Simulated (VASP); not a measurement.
# Ga2O3 (P1) in VASP: a series of runs

Runs on Ga2O3. Level: PBE. Tasks: single point.

All numbers are computed with VASP 6.6.1; they aren't measurements. Logs are shortened: lines on timing, memory, paths and dates and some standing lists are left out, and cuts for length are marked.

### 1 The cell of the first run

The typed cell holds 10 atoms: a = 5.399 Å, b = 5.399 Å, c = 5.399 Å, α = 55.86°, β = 55.86°, γ = 55.86°.

### 2 Single point, PBE (atom 1 (Ga) moved +0.150 Å along Cartesian [1 1 0])

Input file INCAR:

```
SYSTEM = Ga2O3
ALGO = Normal ; EDIFF = 1E-6
ENCUT = 520 ; GGA = PE
ISIF = 2 ; ISMEAR = 0
LASPH = .TRUE. ; LCHARG = .FALSE.
LREAL = .FALSE. ; LWAVE = .FALSE.
NBANDS = 55 ; NELM = 80
PREC = Accurate ; SIGMA = 0.05
```

Input file KPOINTS:

```
k-points
0
G
  6 6 6
  0 0 0
```

Input file POSCAR:

```
Ga2O3
1.0
    2.5287245564      1.4599598033      4.5410352127
   -2.5287245564      1.4599598033      4.5410352127
    0.0000000000     -2.9199196066      4.5410352127
Ga O
4 6
Direct
    0.3889493163      0.3470048439      0.3316521015
    0.1441312461      0.1441312461      0.1441312461
    0.6441312461      0.6441312461      0.6441312461
    0.8558687539      0.8558687539      0.8558687539
    0.5531733332      0.9468266668      0.2500000000
    0.2500000000      0.5531733332      0.9468266668
    0.9468266668      0.2500000000      0.5531733332
    0.4468266668      0.0531733332      0.7500000000
    0.7500000000      0.4468266668      0.0531733332
    0.0531733332      0.7500000000      0.4468266668
```

Potentials or basis: VASP PAW PBE potentials, release 64 (Ga_d, O).

Started as:

```bash
> cat potpaw_PBE.64/Ga_d/POTCAR potpaw_PBE.64/O/POTCAR > POTCAR
> mpirun -np 1 vasp_std > vasp.out
```

OUTCAR:

```text
SYSTEM = Ga2O3
   EDIFF = 1E-6
   ENCUT = 520
   GGA = PE
   ISIF = 2
   ISMEAR = 0
   LASPH = .TRUE.
   LREAL = .FALSE.
   NELM = 80
   PREC = Accurate

 ion  position               nearest neighbor table
   1  0.389  0.347  0.332-   9 1.82   8 1.98   5 2.03  10 2.06   6 2.08   7 2.21   3 2.88   2 2.89

   2  0.144  0.144  0.144-  10 1.95   8 1.95   9 1.95   7 2.11   6 2.11   5 2.11   1 2.89
   3  0.644  0.644  0.644-   6 1.95   5 1.95   7 1.95   9 2.11  10 2.11   8 2.11   1 2.88   4 2.88

   4  0.856  0.856  0.856-   7 1.95   5 1.95   6 1.95   9 2.11  10 2.11   8 2.11   3 2.88
   5  0.553  0.947  0.250-   3 1.95   4 1.95   1 2.03   2 2.11
   6  0.250  0.553  0.947-   3 1.95   4 1.95   1 2.08   2 2.11
   7  0.947  0.250  0.553-   4 1.95   3 1.95   2 2.11   1 2.21
   8  0.447  0.053  0.750-   2 1.95   1 1.98   3 2.11   4 2.11
   9  0.750  0.447  0.053-   1 1.82   2 1.95   3 2.11   4 2.11
  10  0.053  0.750  0.447-   2 1.95   1 2.06   3 2.11   4 2.11

  LATTYP: Found a trigonal (rhomboedric) cell.
 ALAT       =     5.3987898007
 COS(alpha) =     0.5612266819

  Lattice vectors:

 A1 = (   2.5287245564,   1.4599598033,   4.5410352127)
 A2 = (  -2.5287245564,   1.4599598033,   4.5410352127)
 A3 = (   0.0000000000,  -2.9199196066,   4.5410352127)

Analysis of symmetry for initial positions (statically):
=====================================================================
 Subroutine PRICEL returns:
 Original cell was already a primitive cell.

 Routine SETGRP: Setting up the symmetry group for a
 trigonal (rhombohedral) supercell.

 Subroutine GETGRP returns: Found  1 space group operations
 (whereof  1 operations were pure point group operations)
 out of a pool of 12 trial point group operations.

The static configuration has the point symmetry C_1 .

Analysis of symmetry for dynamics (positions and initial velocities):
=====================================================================
 Subroutine PRICEL returns:
 Original cell was already a primitive cell.

 Routine SETGRP: Setting up the symmetry group for a
 trigonal (rhombohedral) supercell.

 Subroutine GETGRP returns: Found  1 space group operations
 (whereof  1 operations were pure point group operations)
 out of a pool of 12 trial point group operations.

The dynamic configuration has the point symmetry C_1 .

 Subroutine INISYM returns: Found  1 space group operations
 (whereof  1 operations are pure point group operations),
[... 106 lines left out ...]
   ISPIN  =      1    spin polarized calculation?
   LNONCOLLINEAR =      F non collinear calculations
   LSORBIT =      F    spin-orbit coupling
   LASPH  =      T    aspherical Exc in radial PAW
   ENCUT  =  520.0 eV  38.22 Ry    6.18 a.u.  10.04 10.04 10.04*2*pi/ulx,y,z
   NELM   =     80;   NELMIN=  2; NELMDL= -5     # of ELM steps
   EDIFF  = 0.1E-05   stopping-criterion for ELM
   LREAL  =      F    real-space projection
[... 7 lines left out ...]
   TEBEG  =    0.0;   TEEND  =   0.0 temperature during run
   PSTRESS=    0.0 pullay stress
   NELECT =      88.0000    total number of electrons
   NUPDOWN=      -1.0000    fix difference up-down
   EMIN   =  10.00;   EMAX   =-10.00  energy-range for DOS
   EFERMI =   0.00;   METHOD = LEGACY
   ISMEAR =     0;   SIGMA  =   0.05  broadening in eV -4-tet -1-fermi 0-gaus
   EFERMI_NEDOS =   21; number of points for ismear=-14 and -15
   IALGO  =     38    algorithm
   IMIX   =      4    mixing-type and parameters
     AMIX     =   0.40;   BMIX     =  1.00
     AMIX_MAG =   1.60;   BMIX_MAG =  1.00
  volume/ion in A,a.u.               =      10.06        67.88
  Fermi-wavevector in a.u.,A,eV,Ry     =   1.565740  2.958819 33.355234  2.451541
  Thomas-Fermi vector in A             =   2.668171
   LORBIT       =      0    0 simple, 1 ext, 2 COOP (PROOUT), +10 PAW based schemes
   GGA     = PE    functional components
   LHFCALC =     F    Hartree Fock is set to
   AEXX    =    0.0000 exact exchange contribution
   IVDW    =     0    specifies the selected vdW correction
   LEPSILON=     F    determine dielectric tensor
   LRPA    =     F    only Hartree local field effects (RPA)
 non-spin polarized calculation
 Gauss-broadening in eV      SIGMA  =   0.05
  energy-cutoff  :      520.00
  volume of cell :      100.59
 maximum number of plane-waves:      2730
   NGX = 21   NGY = 21   NGZ = 21

 number of electron      87.9999997 magnetization

 Free energy of the ion-electron system (eV)
  ---------------------------------------------------
  ext. energy  EPLUGINS =         0.00000000
  ---------------------------------------------------
  free energy    TOTEN  =       -59.21560669 eV

  energy without entropy =      -59.21560669  energy(sigma->0) =      -59.21560669

 E-fermi :   4.4567     XC(G=0): -11.9611

 val. band max:        4.1695708356   @ k =   0.0000  -0.1667   0.1667
 cond. band min:       6.4941859072   @ k =   0.0000   0.0000   0.0000
 fundamental gap:      2.3246150716
 Fermi energy:         4.4567353054

 k-point     1 :       0.0000    0.0000    0.0000
  band No.  band energies     occupation
      1     -14.6400      2.00000
      2     -13.1331      2.00000
      3     -12.8651      2.00000
      4     -12.6752      2.00000
      5     -12.4698      2.00000
      6     -12.3976      2.00000
[... 1381 lines left out ...]
     54      15.8652      0.00000
     55      16.0204      0.00000

 [... further k-points ...]
[... 5 lines left out ...]
  --------------------------------------------------------------------------------------
  -------------------------------------------------------------------------------------
  Total        0.0829872      2.1982766      0.9571416      0.0194924      0.9110575      0.8515905
  in kB        1.3218224     35.0142133     15.2453799      0.3104748     14.5113502     13.5641589
  external PRESSURE =      17.1938052 kB  Pullay stress =       0.0000000 kB

 VOLUME and BASIS-vectors are now :
 -----------------------------------------------------------------------------
  energy-cutoff  :      520.00
  volume of cell :      100.59
      direct lattice vectors                 reciprocal lattice vectors
     2.528724556  1.459959803  4.541035213     0.197728139  0.114158394  0.073404701
    -2.528724556  1.459959803  4.541035213    -0.197728139  0.114158394  0.073404701
     0.000000000 -2.919919607  4.541035213     0.000000000 -0.228316788  0.073404701

 POSITION                                       TOTAL-FORCE (eV/Angst)
 -----------------------------------------------------------------------------------
      0.10607      0.10607      4.84804        -1.512743     -1.947122     -0.225557
      0.00000      0.00000      1.96352         0.144150     -0.134142      0.022621
      0.00000      0.00000      8.77507         0.347411      0.423246     -0.026897
      0.00000      0.00000     11.65959        -0.058264      0.452829     -0.000795
     -0.99544      1.45996      7.94681         0.126040      0.090312     -0.044653
     -0.76664     -1.59206      7.94681         0.101096      0.020954     -0.013643
      1.76208      0.13210      7.94681         0.003060     -0.004550     -0.036339
      0.99544     -1.45996      5.67629         0.062232      0.121188     -0.070668
      0.76664      1.59206      5.67629         0.461509      0.887967      0.515216
     -1.76208     -0.13210      5.67629         0.325509      0.089318     -0.119285
 -----------------------------------------------------------------------------------
    total drift:                                0.000572     -0.000128      0.000107

  FREE ENERGIE OF THE ION-ELECTRON SYSTEM (eV)
  ---------------------------------------------------
  free  energy   TOTEN  =       -59.2156066863 eV

  energy  without entropy=      -59.2156066863  energy(sigma->0) =      -59.21560669
```

Wall time 6.1 min (1 thread of Intel Xeon 6975P-C (Granite Rapids), shared host); peak memory 0.54 GiB.

What came out:

| Quantity | Value |
| --- | --- |
| Free energy | -59.2156 eV |
| Pressure | 1.7 GPa |
| Largest force | 2.476 eV/Å |
| Band gap on the k mesh | 2.32 eV (least direct gap 2.49 eV) |

Forces on the atoms (eV/Å):
```
Ga  -1.513 -1.947 -0.226
Ga   0.144 -0.134  0.023
Ga   0.347  0.423 -0.027
Ga  -0.058  0.453 -0.001
O    0.126  0.090 -0.045
O    0.101  0.021 -0.014
O    0.003 -0.005 -0.036
O    0.062  0.121 -0.071
O    0.462  0.888  0.515
O    0.326  0.089 -0.119
```

Levels at points of the mesh, in eV from the valence-band top:
```tsv
k point	band 41	band 42	band 43	band 44	band 45	band 46	band 47	band 48
(0.00, 0.00, 0.00)	-0.37	-0.30	-0.26	-0.16	2.32	6.24	6.49	8.42
(0.50, 0.00, 0.00)	-0.97	-0.86	-0.23	-0.17	5.91	5.97	6.27	6.29
(0.00, 0.50, 0.00)	-1.10	-1.09	-0.19	-0.14	5.92	5.92	6.32	6.36
(0.00, 0.00, 0.50)	-0.99	-0.87	-0.23	-0.11	5.90	5.98	6.25	6.31
(0.50, 0.50, 0.00)	-0.78	-0.77	-0.30	-0.21	6.04	6.23	7.12	7.21
(0.50, 0.00, 0.50)	-0.87	-0.60	-0.35	-0.16	6.08	6.27	7.17	7.21
(0.00, 0.50, 0.50)	-0.90	-0.79	-0.27	-0.15	6.00	6.32	7.12	7.17
(0.50, 0.50, 0.50)	-0.38	-0.37	-0.31	-0.30	5.39	5.41	7.40	7.41
```

Caveat: the cell differs from its parent crystal (atom 1 (Ga) moved +0.150 Å along Cartesian [1 1 0]); forces of over 1 eV/Å act on the atoms, so gaps and moduli don't describe the material at rest.

### 3 Single point, PBE (atom 1 (Ga) moved +0.225 Å along Cartesian [1 1 0])

Input file INCAR:

```
PREC = Accurate
ENCUT = 520
EDIFF = 1E-6
ISMEAR = 0
SIGMA = 0.05
LREAL = F
LASPH = T
NELM = 100
ALGO = Normal
ISIF = 2
LWAVE = F
LCHARG = F
GGA = PE
NBANDS = 55
```

Input file KPOINTS:

```
regular mesh
0
Gamma
  6 6 6
```

Changes to POSCAR since step 2:

```diff
@@ -8,3 +8,3 @@
 Direct
-    0.3889493163      0.3470048439      0.3316521015
+    0.4054895974      0.3425728889      0.3195437753
     0.1441312461      0.1441312461      0.1441312461
```

Potentials or basis: VASP PAW PBE potentials, release 64 (Ga_d, O).

Started as:

```bash
> cat potpaw_PBE.64/Ga_d/POTCAR potpaw_PBE.64/O/POTCAR > POTCAR
> mpirun -np 1 vasp_std > vasp.out
```

Wall time 9.5 min (1 thread of Intel Xeon Platinum 8124M at 3.00GHz (Skylake/Cascade Lake), shared host); peak memory 0.55 GiB.

It converged, with:

```
Free energy            : -58.9787 eV
Pressure               : 2.8 GPa
Largest force          : 4.016 eV/Å
Band gap on the k mesh : 2.27 eV (least direct gap 2.39 eV)
```

Forces on the atoms (eV/Å):
```
Ga  -2.261 -3.266 -0.591
Ga   0.235 -0.186  0.059
Ga   0.467  0.639 -0.052
Ga  -0.085  0.675 -0.011
O    0.221  0.130 -0.100
O    0.152  0.029 -0.016
O   -0.024 -0.047 -0.083
O    0.096  0.187 -0.110
O    0.831  1.706  1.024
O    0.369  0.134 -0.123
```

Stress tensor (GPa, compression positive):
```
0.22 0.33 2.08
0.33 5.62 2.81
2.08 2.81 2.48
```

Levels at points of the mesh, in eV from the valence-band top:
| k point | band 40 | band 41 | band 42 | band 43 | band 44 | band 45 | band 46 | band 47 | band 48 | band 49 |
| --- | --- | --- | --- | --- | --- | --- | --- | --- | --- | --- |
| (0.00, 0.00, 0.00) | -0.48 | -0.39 | -0.30 | -0.27 | -0.12 | 2.27 | 6.18 | 6.43 | 8.35 | 9.48 |
| (0.50, 0.00, 0.00) | -1.10 | -1.00 | -0.84 | -0.25 | -0.17 | 5.84 | 5.93 | 6.19 | 6.23 | 9.57 |
| (0.00, 0.50, 0.00) | -1.22 | -1.18 | -1.12 | -0.22 | -0.14 | 5.84 | 5.86 | 6.27 | 6.32 | 9.39 |
| (0.00, 0.00, 0.50) | -1.08 | -0.98 | -0.85 | -0.26 | -0.09 | 5.82 | 5.95 | 6.17 | 6.25 | 9.43 |
| (0.50, 0.50, 0.00) | -1.03 | -0.81 | -0.75 | -0.33 | -0.24 | 5.97 | 6.16 | 7.04 | 7.16 | 8.29 |
| (0.50, 0.00, 0.50) | -1.06 | -0.86 | -0.59 | -0.39 | -0.16 | 6.03 | 6.21 | 7.09 | 7.17 | 8.32 |
| (0.00, 0.50, 0.50) | -1.09 | -1.01 | -0.79 | -0.30 | -0.14 | 5.93 | 6.28 | 7.02 | 7.10 | 8.39 |
| (0.50, 0.50, 0.50) | -1.33 | -0.44 | -0.40 | -0.33 | -0.31 | 5.32 | 5.37 | 7.34 | 7.36 | 9.01 |

Caveat: the cell differs from its parent crystal (atom 1 (Ga) moved +0.225 Å along Cartesian [1 1 0]); the stress differs along the axes, from 0 to 6 GPa; forces of over 1 eV/Å act on the atoms, so gaps and moduli don't describe the material at rest. A k mesh can miss the band edges.

### 4 Single point, PBE (atom 1 (Ga) moved -0.450 Å along Cartesian [1 1 0])

Input file INCAR:

```
SYSTEM = Ga2O3
  ALGO = Normal
  EDIFF = 1E-6
  ENCUT = 520
  GGA = PE
  ISIF = 2
  ISMEAR = 0
  LASPH = .TRUE.
  LCHARG = .TRUE.
  LELF = .TRUE.
  LREAL = .FALSE.
  LVHAR = .TRUE.
  LWAVE = .FALSE.
  NBANDS = 55
  NELM = 100
  PREC = Accurate
  SIGMA = 0.05
```

Input file KPOINTS:

```
k-points
0
G
  6 6 6
  0 0 0
```

Changes to POSCAR since step 3:

```diff
@@ -8,3 +8,3 @@
 Direct
-    0.4054895974      0.3425728889      0.3195437753
+    0.2566270668      0.3824604838      0.4285187111
     0.1441312461      0.1441312461      0.1441312461
```

Started as:

```bash
> cat potpaw_PBE.64/Ga_d/POTCAR potpaw_PBE.64/O/POTCAR > POTCAR
> mpirun -np 1 vasp_std > vasp.out
```

Wall time 24 min (1 thread of Intel Xeon 8259CL, shared host); peak memory 0.55 GiB.

Results (log left out):

* Free energy: -57.8715 eV
* Pressure: 7.6 GPa
* Largest force: 7.642 eV/Å
* Band gap on the k mesh: 2.02 eV (least direct gap 2.06 eV)

Forces in eV/Å, atoms in the order of the input:
```
Ga   7.067  2.842 -0.619
Ga  -0.160  0.521  0.210
Ga  -2.043 -1.344 -0.283
Ga   0.138 -1.284  0.011
O    0.065 -0.201 -0.215
O   -0.311 -0.075  0.012
O   -0.499 -1.035 -1.315
O   -0.283 -0.066 -0.017
O   -0.004  0.196 -0.004
O   -3.971  0.447  2.220
```

Stress tensor (GPa, compression positive):
```
13.01  2.17 -5.48
 2.17  1.82  3.68
-5.48  3.68  7.93
```

Levels at points of the mesh, in eV from the valence-band top:
```tsv
k point	band 41	band 42	band 43	band 44	band 45	band 46	band 47	band 48
(0.00, 0.00, 0.00)	-0.56	-0.48	-0.40	-0.05	2.02	5.89	6.20	7.99
(0.50, 0.00, 0.00)	-1.25	-1.18	-0.46	-0.09	5.43	5.66	5.92	6.08
(0.00, 0.50, 0.00)	-0.98	-0.66	-0.52	-0.33	5.60	5.68	5.72	5.96
(0.00, 0.00, 0.50)	-1.17	-0.94	-0.42	-0.09	5.42	5.73	5.91	6.15
(0.50, 0.50, 0.00)	-1.01	-0.84	-0.60	-0.24	5.60	5.98	6.80	6.90
(0.50, 0.00, 0.50)	-1.34	-0.75	-0.53	-0.14	5.55	6.01	6.61	6.74
(0.00, 0.50, 0.50)	-0.87	-0.66	-0.56	-0.29	5.75	5.89	6.71	6.89
(0.50, 0.50, 0.50)	-0.66	-0.61	-0.50	-0.39	5.00	5.13	7.01	7.11
```

Caveat: the cell differs from its parent crystal (atom 1 (Ga) moved -0.450 Å along Cartesian [1 1 0]); the stress differs along the axes, from 2 to 13 GPa; forces of over 1 eV/Å act on the atoms, so gaps and moduli don't describe the material at rest. A k mesh can miss the band edges.

### 5 Overview

| cell | gap on the mesh (eV) | pressure (GPa) | largest force (eV/Å) |
| --- | --- | --- | --- |
| as given, atomic positions A | 2.32 | 1.7 | 2.48 |
| as given, atomic positions B | 2.27 | 2.8 | 4.02 |
| as given, atomic positions C | 2.02 | 7.6 | 7.64 |

Alike in all rows: task single point; level PBE; potentials or basis VASP PAW PBE potentials, release 64 (Ga_d, O); no spin polarisation; k mesh 6 × 6 × 6; cutoff (eV) 520; smearing gaussian 0.05 eV.

Caveats: forces of over 1 eV/Å act on the atoms, so gaps and moduli don't describe the material at rest; the stress differs along the axes, from 0 to 6 GPa (at least some runs); the stress differs along the axes, from 2 to 13 GPa (at least some runs).

Absolute energies hang on the potentials; compare differences alone.
